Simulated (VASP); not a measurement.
# Ge2Sb2Te5 (Cm) in VASP: further runs, part 2 of 2

VASP 6.6.1. Earlier steps stand in the parts before.

## (3) Single point, PBE

This run uses another cell than the first one, of 30.63 Å³/atom, 1.021 times its volume.

Input file INCAR:

```
SYSTEM = Ge2Sb2Te5
PREC = Accurate
ENCUT = 520
EDIFF = 1E-6
ISMEAR = -1
SIGMA = 0.05
LREAL = .FALSE.
LASPH = .TRUE.
NELM = 80
ALGO = Normal
ISIF = 2
LWAVE = .FALSE.
LCHARG = .TRUE.
GGA = PE
LELF = .TRUE.
LVHAR = .TRUE.
NBANDS = 44
```

Input file KPOINTS:

```
regular mesh
0
G
  5 5 4
  0 0 0
```

Input file POSCAR:

```
Ge2Sb2Te5
1.0
    6.7467039125     -3.0245684069      0.0000000000
    6.7467039125      3.0245684069      0.0000000000
   -6.7386551827      0.0000000000      6.7550623984
Te Sb Ge
5 2 2
Direct
    0.5947020000      0.5947020000      0.3864330000
    0.7952880000      0.7952880000      0.1961120000
    0.0083240000      0.0083240000      0.0064350000
    0.2065190000      0.2065190000      0.8098030000
    0.3999590000      0.3999590000      0.5971180000
    0.9017080000      0.9017080000      0.5878730000
    0.1118700000      0.1118700000      0.4173520000
    0.2842870000      0.2842870000      0.1878300000
    0.4973430000      0.4973430000      0.0110440000
```

Potentials or basis: VASP PAW PBE potentials, release 64 (Te, Sb, Ge_d).

Command:

```
> cat potpaw_PBE.64/Te/POTCAR potpaw_PBE.64/Sb/POTCAR potpaw_PBE.64/Ge_d/POTCAR > POTCAR
> mpirun -np 1 vasp_std > vasp.out
```

OUTCAR:

```text
SYSTEM = Ge2Sb2Te5
   PREC = Accurate
   ENCUT = 520
   EDIFF = 1E-6
   ISMEAR = -1
   LREAL = .FALSE.
   LASPH = .TRUE.
   NELM = 80
   ISIF = 2
   GGA = PE

 ion  position               nearest neighbor table
   1  0.595  0.595  0.386-   9 2.81   7 3.03   7 3.03   6 3.10   8 3.15
   2  0.795  0.795  0.196-   6 2.91   8 3.03   8 3.03   9 3.04   7 3.16
   3  0.008  0.008  0.006-   8 2.79   9 3.03   9 3.03   7 3.10   6 3.15
   4  0.207  0.207  0.810-   9 2.91   8 2.96   7 2.98   6 3.02
   5  0.400  0.400  0.597-   7 2.94   8 3.01   6 3.03   6 3.03   9 3.16
   6  0.902  0.902  0.588-   2 2.91   4 3.02   5 3.03   5 3.03   1 3.10   3 3.15
   7  0.112  0.112  0.417-   5 2.94   4 2.98   1 3.03   1 3.03   3 3.10   2 3.16
   8  0.284  0.284  0.188-   3 2.79   4 2.96   5 3.01   2 3.03   2 3.03   1 3.15
   9  0.497  0.497  0.011-   1 2.81   4 2.91   3 3.03   3 3.03   2 3.04   5 3.16

  LATTYP: Found a base centered monoclinic cell.
 ALAT       =    13.4934078250
 B/A-ratio  =     0.4483031190
 C/A-ratio  =     0.7071235363
 COS(beta)  =    -0.7062464773

  Lattice vectors:

 A1 = (   6.7467039125,  -3.0245684069,   0.0000000000)
 A2 = (   6.7467039125,   3.0245684069,   0.0000000000)
 A3 = (  -6.7386551827,   0.0000000000,   6.7550623984)

Analysis of symmetry for initial positions (statically):
=====================================================================
 Subroutine PRICEL returns:
 Original cell was already a primitive cell.

 Routine SETGRP: Setting up the symmetry group for a
 base centered monoclinic supercell.

 Subroutine GETGRP returns: Found  2 space group operations
 (whereof  2 operations were pure point group operations)
 out of a pool of  4 trial point group operations.

The static configuration has the point symmetry C_1h.

Analysis of symmetry for dynamics (positions and initial velocities):
=====================================================================
 Subroutine PRICEL returns:
 Original cell was already a primitive cell.

 Routine SETGRP: Setting up the symmetry group for a
 base centered monoclinic supercell.

 Subroutine GETGRP returns: Found  2 space group operations
 (whereof  2 operations were pure point group operations)
 out of a pool of  4 trial point group operations.

The dynamic configuration has the point symmetry C_1h.

 Subroutine INISYM returns: Found  2 space group operations
 (whereof  2 operations are pure point group operations),
 and found     1 'primitive' translations

----------------------------------------------------------------------------------------

                                     Primitive cell

  volume of cell :     275.6858

  direct lattice vectors                    reciprocal lattice vectors
     6.746703913 -3.024568407  0.000000000     0.074110263 -0.165312842  0.073930258
     6.746703913  3.024568407  0.000000000     0.074110263  0.165312842  0.073930258
    -6.738655183  0.000000000  6.755062398     0.000000000  0.000000000  0.148037123

  length of vectors
     7.393647796  7.393647796  9.541506258     0.195668981  0.195668981  0.148037123

  position of ions in fractional coordinates (direct lattice)
[... 45 lines left out ...]

 Found     33 irreducible k-points:

 Following reciprocal coordinates:
            Coordinates               Weight
  0.000000  0.000000  0.000000      1.000000
  0.200000 -0.000000  0.000000      4.000000
  0.400000  0.000000  0.000000      4.000000
  0.200000  0.200000  0.000000      2.000000
  0.400000  0.200000  0.000000      4.000000
 -0.400000  0.200000 -0.000000      4.000000
[... 16 lines left out ...]
 -0.200000 -0.400000  0.250000      4.000000
 -0.200000 -0.200000  0.250000      2.000000
 [... further k-points ...]
   k-points           NKPTS =     33   k-points in BZ     NKDIM =     33   number of bands    NBANDS=     44
   number of dos      NEDOS =    301   number of ions     NIONS =      9
   total plane-waves  NPLWV = 225792
   dimension x,y,z NGX =    56 NGY =   56 NGZ =   72
   dimension x,y,z NGXF=   112 NGYF=  112 NGZF=  144
   ions per type =               5   2   2
   NGX,Y,Z   is equivalent  to a cutoff of  12.59, 12.59, 12.54 a.u.
   NGXF,Y,Z  is equivalent  to a cutoff of  25.18, 25.18, 25.09 a.u.
 SYSTEM =  Ge2Sb2Te5
   PREC   = accura    normal or accurate (medium, high low for compatibility)
   ISTART =      0    job   : 0-new  1-cont  2-samecut
   ICHARG =      2    charge: 1-file 2-atom 10-const
   ISPIN  =      1    spin polarized calculation?
   LNONCOLLINEAR =      F non collinear calculations
   LSORBIT =      F    spin-orbit coupling
   LASPH  =      T    aspherical Exc in radial PAW
   ENCUT  =  520.0 eV  38.22 Ry    6.18 a.u.  13.75 13.75 17.74*2*pi/ulx,y,z
   NELM   =     80;   NELMIN=  2; NELMDL= -5     # of ELM steps
   EDIFF  = 0.1E-05   stopping-criterion for ELM
   LREAL  =      F    real-space projection
   EDIFFG = 0.1E-04   stopping-criterion for IOM
   NSW    =      0    number of steps for IOM
   IBRION =     -1    ionic relax: 0-MD 1-quasi-New 2-CG
   NFREE  =      0    steps in history (QN), initial steepest desc. (CG)
   ISIF   =      2    stress and relaxation
   ISYM   =      2    0-nonsym 1-usesym 2-fastsym
   POTIM  = 0.5000    time-step for ionic-motion
   TEBEG  =    0.0;   TEEND  =   0.0 temperature during run
   PSTRESS=    0.0 pullay stress
   NELECT =      68.0000    total number of electrons
   NUPDOWN=      -1.0000    fix difference up-down
   EMIN   =  10.00;   EMAX   =-10.00  energy-range for DOS
   EFERMI =   0.00;   METHOD = LEGACY
   ISMEAR =    -1;   SIGMA  =   0.05  broadening in eV -4-tet -1-fermi 0-gaus
   EFERMI_NEDOS =   21; number of points for ismear=-14 and -15
   IALGO  =     38    algorithm
   IMIX   =      4    mixing-type and parameters
     AMIX     =   0.40;   BMIX     =  1.00
     AMIX_MAG =   1.60;   BMIX_MAG =  1.00
  volume/ion in A,a.u.               =      30.63       206.71
  Fermi-wavevector in a.u.,A,eV,Ry     =   1.026691  1.940164 14.341819  1.054094
  Thomas-Fermi vector in A             =   2.160597
   LORBIT       =      0    0 simple, 1 ext, 2 COOP (PROOUT), +10 PAW based schemes
   GGA     = PE    functional components
[... 5 lines left out ...]
 non-spin polarized calculation
  energy-cutoff  :      520.00
  volume of cell :      275.69
 maximum number of plane-waves:      7446
   NGX = 27   NGY = 27   NGZ = 35

 number of electron      67.9999997 magnetization

 Free energy of the ion-electron system (eV)
  ---------------------------------------------------
  ext. energy  EPLUGINS =         0.00000000
  ---------------------------------------------------
  free energy    TOTEN  =       -33.51772490 eV

  energy without entropy =      -33.51153597  energy(sigma->0) =      -33.51463043

 E-fermi :   5.8141     XC(G=0):  -9.3093

 val. band max:        5.7222060644   @ k =  -0.2000   0.4000   0.2500
 cond. band min:       5.9429118957   @ k =  -0.4000   0.2000  -0.0000
 fundamental gap:      0.2207058313
 Fermi energy:         5.8140843406

 k-point     1 :       0.0000    0.0000    0.0000
  band No.  band energies     occupation
      1     -18.9222      2.00000
      2     -18.9134      2.00000
      3     -18.9119      2.00000
      4     -18.9089      2.00000
      5     -18.9073      2.00000
      6     -18.9041      2.00000
[... 1117 lines left out ...]
     43      10.0924      0.00000
     44      10.5563      0.00000

 [... further k-points ...]

------------------------ aborting loop because EDIFF is reached ----------------------------------------

  FORCE on cell =-STRESS in cart. coord.  units (eV):
  Direction    XX          YY          ZZ          XY          YZ          ZX
  --------------------------------------------------------------------------------------
  -------------------------------------------------------------------------------------
  Total        3.6941574      2.5867038      3.5647550      0.0000000      0.0000000     -0.1942453
  in kB       21.4689868     15.0329031     20.7169515      0.0000000      0.0000000     -1.1288769
  external PRESSURE =      19.0729471 kB  Pullay stress =       0.0000000 kB

 VOLUME and BASIS-vectors are now :
 -----------------------------------------------------------------------------
  energy-cutoff  :      520.00
  volume of cell :      275.69
      direct lattice vectors                 reciprocal lattice vectors
     6.746703913 -3.024568407  0.000000000     0.074110263 -0.165312842  0.073930258
     6.746703913  3.024568407  0.000000000     0.074110263  0.165312842  0.073930258
    -6.738655183  0.000000000  6.755062398     0.000000000  0.000000000  0.148037123

 POSITION                                       TOTAL-FORCE (eV/Angst)
 -----------------------------------------------------------------------------------
      5.42052      0.00000      2.61038        -0.117370      0.000000      0.181774
      9.40961      0.00000      1.32475         0.083036      0.000000     -0.254217
      0.06896      0.00000      0.04347        -0.154473      0.000000     -0.082069
     -2.67034      0.00000      5.47027         0.058013      0.000000      0.051243
      1.37304      0.00000      4.03357         0.276623      0.000000      0.110089
      8.20564      0.00000      3.97112        -0.028538      0.000000     -0.042626
     -1.30288      0.00000      2.81924        -0.102494      0.000000     -0.014293
      2.57028      0.00000      1.26880        -0.099088      0.000000      0.019062
      6.63643      0.00000      0.07460         0.084291      0.000000      0.031037
 -----------------------------------------------------------------------------------
    total drift:                                0.000553      0.000000      0.000166

  FREE ENERGIE OF THE ION-ELECTRON SYSTEM (eV)
  ---------------------------------------------------
  free  energy   TOTEN  =       -33.5177248997 eV

  energy  without entropy=      -33.5115359684  energy(sigma->0) =      -33.51463043
```

It took 12 min on 1 thread of Oxide Virtual Turin-like, shared host; peak memory 0.7 GiB.

Results:

| Item | Value |
| --- | --- |
| Free energy | -33.5177 eV |
| Pressure | 1.9 GPa |
| Largest force | 0.298 eV/Å |
| Band gap on the k mesh | 0.22 eV, indirect (least direct gap 0.31 eV) |

Forces on the atoms (eV/Å):
```
Te  -0.117  0.000  0.182
Te   0.083  0.000 -0.254
Te  -0.154  0.000 -0.082
Te   0.058  0.000  0.051
Te   0.277  0.000  0.110
Sb  -0.029  0.000 -0.043
Sb  -0.102  0.000 -0.014
Ge  -0.099  0.000  0.019
Ge   0.084  0.000  0.031
```

Caveat: spin-orbit coupling is left out, which moves the levels of the heavy elements.
